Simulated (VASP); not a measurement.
# Ca (P6/mmm) in VASP: single point with LDA

Aim: the single point of Ca with LDA.

Everything below comes from runs of VASP 6.6.1. Logs are shortened: lines on timing, memory, paths and dates and some standing lists are left out, and cuts for length are marked.

### 1 The cell of the first run

It takes space group P6/mmm (No. 191, hexagonal). Conventional cell: a = 4.128 Å, b = 4.128 Å, c = 6.789 Å, α = 90.00°, β = 90.00°, γ = 120.00°. Within 5.4 Å of Ca (site symmetry 6/mmm) lie 6 Ca at 4.13 Å.

This isn't the form of Ca at room conditions, which is fcc.

### 2 Single point, LDA

The input, INCAR:

```
SYSTEM = Ca
PREC = Accurate
ENCUT = 520
EDIFF = 1E-6
ISMEAR = 1
SIGMA = 0.05
LREAL = .False.
LASPH = .True.
NELM = 100
ALGO = Normal
ISIF = 2
LWAVE = .False.
LCHARG = .False.
NBANDS = 11
```

The input, KPOINTS:

```
regular mesh
0
Gamma
  8 8 5
  0 0 0
```

The input, POSCAR:

```
Ca
1.0
    4.1283377400      0.0000000000      0.0000000000
   -2.0641688700      3.5752453600      0.0000000000
    0.0000000000      0.0000000000      6.7887450800
Ca
1
Direct
    0.0000000000      0.0000000000      0.0000000000
```

Potentials or basis: VASP PAW LDA potentials, release 64 (Ca_sv).

Launch:

```sh
$ cat potpaw_LDA.64/Ca_sv/POTCAR > POTCAR
$ mpirun -np 1 vasp_std > vasp.out
```

OUTCAR:

```text
SYSTEM = Ca
   PREC = Accurate
   ENCUT = 520
   EDIFF = 1E-6
   ISMEAR = 1
   LREAL = .False.
   LASPH = .True.
   NELM = 100
   ISIF = 2

 ion  position               nearest neighbor table
   1  0.000  0.000  0.000-

  LATTYP: Found a hexagonal cell.
 ALAT       =     4.1283377400
 C/A-ratio  =     1.6444257974

  Lattice vectors:

 A1 = (   4.1283377400,   0.0000000000,   0.0000000000)
 A2 = (  -2.0641688700,   3.5752453600,   0.0000000000)
 A3 = (   0.0000000000,   0.0000000000,   6.7887450800)

Analysis of symmetry for initial positions (statically):
=====================================================================
 Subroutine PRICEL returns:
 Original cell was already a primitive cell.

 Routine SETGRP: Setting up the symmetry group for a
 hexagonal supercell.

 Subroutine GETGRP returns: Found 24 space group operations
 (whereof 24 operations were pure point group operations)
 out of a pool of 24 trial point group operations.

The static configuration has the point symmetry D_6h.

Analysis of symmetry for dynamics (positions and initial velocities):
=====================================================================
 Subroutine PRICEL returns:
 Original cell was already a primitive cell.

 Routine SETGRP: Setting up the symmetry group for a
 hexagonal supercell.

 Subroutine GETGRP returns: Found 24 space group operations
 (whereof 24 operations were pure point group operations)
 out of a pool of 24 trial point group operations.

The dynamic configuration has the point symmetry D_6h.

 Subroutine INISYM returns: Found 24 space group operations
 (whereof 24 operations are pure point group operations),
 and found     1 'primitive' translations

----------------------------------------------------------------------------------------

                                     Primitive cell

  volume of cell :     100.2007

  direct lattice vectors                    reciprocal lattice vectors
     4.128337740  0.000000000  0.000000000     0.242228244  0.139850542  0.000000000
    -2.064168870  3.575245360  0.000000000     0.000000000  0.279701083  0.000000000
     0.000000000  0.000000000  6.788745080     0.000000000  0.000000000  0.147302629

  length of vectors
     4.128337740  4.128337742  6.788745080     0.279701083  0.279701083  0.147302629

  position of ions in fractional coordinates (direct lattice)
     0.000000000  0.000000000  0.000000000

  ion indices of the primitive-cell ions
   primitive index   ion index
                 1           1

----------------------------------------------------------------------------------------

 KPOINTS: regular mesh

Automatic generation of k-mesh.
 Grid dimensions read from file:
 generate k-points for:    8    8    5

 Generating k-lattice:

  Cartesian coordinates                     Fractional coordinates (reciprocal lattice)
     0.030278530  0.017481318  0.000000000     0.125000000  0.000000000  0.000000000
     0.000000000  0.034962635  0.000000000     0.000000000  0.125000000  0.000000000
     0.000000000  0.000000000  0.029460526     0.000000000  0.000000000  0.200000000

  Length of vectors
     0.034962635  0.034962635  0.029460526

  Shift w.r.t. Gamma in fractional coordinates (k-lattice)
     0.000000000  0.000000000  0.000000000

 Subroutine IBZKPT returns following result:
 ===========================================

 Found     30 irreducible k-points:

 Following reciprocal coordinates:
            Coordinates               Weight
  0.000000  0.000000  0.000000      1.000000
  0.125000 -0.000000  0.000000      6.000000
  0.250000 -0.000000  0.000000      6.000000
  0.375000 -0.000000  0.000000      6.000000
  0.500000 -0.000000  0.000000      3.000000
  0.125000  0.125000  0.000000      6.000000
[... 16 lines left out ...]
  0.250000 -0.000000  0.400000     12.000000
  0.375000 -0.000000  0.400000     12.000000
 [... further k-points ...]
   k-points           NKPTS =     30   k-points in BZ     NKDIM =     30   number of bands    NBANDS=     11
   number of dos      NEDOS =    301   number of ions     NIONS =      1
   total plane-waves  NPLWV =  51200
   dimension x,y,z NGX =    32 NGY =   32 NGZ =   50
   dimension x,y,z NGXF=    64 NGYF=   64 NGZF=  100
   ions per type =               1
   NGX,Y,Z   is equivalent  to a cutoff of  12.89, 12.89, 12.24 a.u.
   NGXF,Y,Z  is equivalent  to a cutoff of  25.77, 25.77, 24.49 a.u.
 SYSTEM =  Ca
   PREC   = accura    normal or accurate (medium, high low for compatibility)
   ISTART =      0    job   : 0-new  1-cont  2-samecut
   ICHARG =      2    charge: 1-file 2-atom 10-const
   ISPIN  =      1    spin polarized calculation?
   LNONCOLLINEAR =      F non collinear calculations
   LSORBIT =      F    spin-orbit coupling
   LASPH  =      T    aspherical Exc in radial PAW
   ENCUT  =  520.0 eV  38.22 Ry    6.18 a.u.   7.68  7.68 12.62*2*pi/ulx,y,z
   NELM   =    100;   NELMIN=  2; NELMDL= -5     # of ELM steps
   EDIFF  = 0.1E-05   stopping-criterion for ELM
   LREAL  =      F    real-space projection
   EDIFFG = 0.1E-04   stopping-criterion for IOM
   NSW    =      0    number of steps for IOM
   IBRION =     -1    ionic relax: 0-MD 1-quasi-New 2-CG
   NFREE  =      0    steps in history (QN), initial steepest desc. (CG)
   ISIF   =      2    stress and relaxation
   ISYM   =      2    0-nonsym 1-usesym 2-fastsym
   POTIM  = 0.5000    time-step for ionic-motion
   TEBEG  =    0.0;   TEEND  =   0.0 temperature during run
   PSTRESS=    0.0 pullay stress
   NELECT =      10.0000    total number of electrons
   NUPDOWN=      -1.0000    fix difference up-down
   EMIN   =  10.00;   EMAX   =-10.00  energy-range for DOS
   EFERMI =   0.00;   METHOD = LEGACY
   ISMEAR =     1;   SIGMA  =   0.05  broadening in eV -4-tet -1-fermi 0-gaus
   EFERMI_NEDOS =   21; number of points for ismear=-14 and -15
   IALGO  =     38    algorithm
   IMIX   =      4    mixing-type and parameters
     AMIX     =   0.40;   BMIX     =  1.00
     AMIX_MAG =   1.60;   BMIX_MAG =  1.00
  volume/ion in A,a.u.               =     100.20       676.19
  Fermi-wavevector in a.u.,A,eV,Ry     =   0.759366  1.434994  7.845625  0.576637
  Thomas-Fermi vector in A             =   1.858145
   LORBIT       =      0    0 simple, 1 ext, 2 COOP (PROOUT), +10 PAW based schemes
   GGA     = CA    functional components
   LHFCALC =     F    Hartree Fock is set to
   AEXX    =    0.0000 exact exchange contribution
   IVDW    =     0    specifies the selected vdW correction
   LEPSILON=     F    determine dielectric tensor
   LRPA    =     F    only Hartree local field effects (RPA)
 non-spin polarized calculation
 Methfessel and Paxton  Order N= 1 SIGMA  =   0.05
  energy-cutoff  :      520.00
  volume of cell :      100.20
 maximum number of plane-waves:      2743
 NGX is ok and might be reduce to    32
   NGX = 15   NGY = 15   NGZ = 25

 number of electron      10.0000000 magnetization

 Free energy of the ion-electron system (eV)
  ---------------------------------------------------
  ext. energy  EPLUGINS =         0.00000000
  ---------------------------------------------------
  free energy    TOTEN  =        -1.26142435 eV

  energy without entropy =       -1.26149951  energy(sigma->0) =       -1.26144940

 E-fermi :  -0.5459     XC(G=0):  -5.2274

 val. band max:       -0.5999950084   @ k =   0.1250   0.1250   0.4000
 cond. band min:      -0.5409063042   @ k =   0.3750   0.2500   0.0000
 fundamental gap:      0.0590887042
 Fermi energy:        -0.5459348441

 k-point     1 :       0.0000    0.0000    0.0000
  band No.  band energies     occupation
      1     -43.4041      2.00000
      2     -24.7523      2.00000
      3     -24.5666      2.00000
      4     -24.5666      2.00000
      5      -3.5461      2.00000
      6      -0.1265     -0.00000
      7       0.2776     -0.00000
      8       0.9068      0.00000
      9       0.9068      0.00000
     10       1.6137      0.00000
     11       1.6137      0.00000

 k-point     2 :       0.1250   -0.0000    0.0000
  band No.  band energies     occupation
      1     -43.4035      2.00000
      2     -24.7513      2.00000
      3     -24.5748      2.00000
      4     -24.5686      2.00000
      5      -3.3341      2.00000
      6      -0.0015     -0.00000
      7       0.2402     -0.00000
      8       0.7349      0.00000
      9       1.0435      0.00000
     10       1.5761      0.00000
     11       1.7761      0.00000

 k-point     3 :       0.2500   -0.0000    0.0000
  band No.  band energies     occupation
      1     -43.4020      2.00000
      2     -24.7490      2.00000
      3     -24.5946      2.00000
      4     -24.5735      2.00000
      5      -2.7249      2.00000
      6       0.1721     -0.00000
      7       0.2506     -0.00000
      8       0.4198     -0.00000
      9       1.4195      0.00000
     10       1.4877      0.00000
     11       2.2035      0.00000

 k-point     4 :       0.3750   -0.0000    0.0000
  band No.  band energies     occupation
      1     -43.4006      2.00000
      2     -24.7466      2.00000
      3     -24.6143      2.00000
      4     -24.5784      2.00000
      5      -1.8252      2.00000
      6      -0.0835     -0.00000
      7       0.1242     -0.00000
      8       0.6311      0.00000
      9       1.4023      0.00000
     10       1.9009      0.00000
     11       2.7566      0.00000
[... 239 lines left out ...]
 k-point    22 :       0.1250   -0.0000    0.4000
  band No.  band energies     occupation
      1     -43.4035      2.00000
      2     -24.7514      2.00000
      3     -24.5748      2.00000
      4     -24.5686      2.00000
      5      -3.1902      2.00000
      6      -0.8074      2.00000
      7       0.6096      0.00000
      8       0.7399      0.00000
      9       1.0454      0.00000
     10       1.5643      0.00000
     11       1.5681      0.00000

 k-point    23 :       0.2500   -0.0000    0.4000
  band No.  band energies     occupation
      1     -43.4020      2.00000
      2     -24.7490      2.00000
      3     -24.5946      2.00000
      4     -24.5735      2.00000
      5      -2.5748      2.00000
      6      -0.5111      0.08254
      7       0.3545     -0.00000
      8       0.7674      0.00000
      9       1.4217      0.00000
     10       1.4763      0.00000
     11       1.5406      0.00000

 k-point    24 :       0.3750   -0.0000    0.4000
  band No.  band energies     occupation
      1     -43.4006      2.00000
      2     -24.7466      2.00000
      3     -24.6143      2.00000
      4     -24.5784      2.00000
      5      -1.6828      2.00000
      6      -0.1991     -0.00000
      7      -0.0156     -0.00000
      8       0.8895      0.00000
      9       1.3877      0.00000
     10       1.7034      0.00000
     11       1.9024      0.00000

 [... further k-points ...]
[... 5 lines left out ...]
  --------------------------------------------------------------------------------------
  -------------------------------------------------------------------------------------
  Total       -1.2596251     -1.2596251     -0.3798797     -0.0000000      0.0000000      0.0000000
  in kB      -20.1410140    -20.1410140     -6.0741581     -0.0000000      0.0000000      0.0000000
  external PRESSURE =     -15.4520620 kB  Pullay stress =       0.0000000 kB

 VOLUME and BASIS-vectors are now :
 -----------------------------------------------------------------------------
  energy-cutoff  :      520.00
  volume of cell :      100.20
      direct lattice vectors                 reciprocal lattice vectors
     4.128337740  0.000000000  0.000000000     0.242228244  0.139850542  0.000000000
    -2.064168870  3.575245360  0.000000000     0.000000000  0.279701083  0.000000000
     0.000000000  0.000000000  6.788745080     0.000000000  0.000000000  0.147302629

 POSITION                                       TOTAL-FORCE (eV/Angst)
 -----------------------------------------------------------------------------------
      0.00000      0.00000      0.00000         0.000000      0.000000      0.000000
 -----------------------------------------------------------------------------------
    total drift:                                0.000000     -0.000000      0.000000

  FREE ENERGIE OF THE ION-ELECTRON SYSTEM (eV)
  ---------------------------------------------------
  free  energy   TOTEN  =        -1.2614243458 eV

  energy  without entropy=       -1.2614995125  energy(sigma->0) =       -1.26144940
```

Wall time 28 s (1 thread of Intel Xeon 8259CL, shared host); peak memory 0.19 GiB.

Results:

* Free energy: -1.2614 eV
* Pressure: -1.5 GPa
* Band gap on the k mesh: zero (bands 5 and 6 overlap by 0.45 eV)
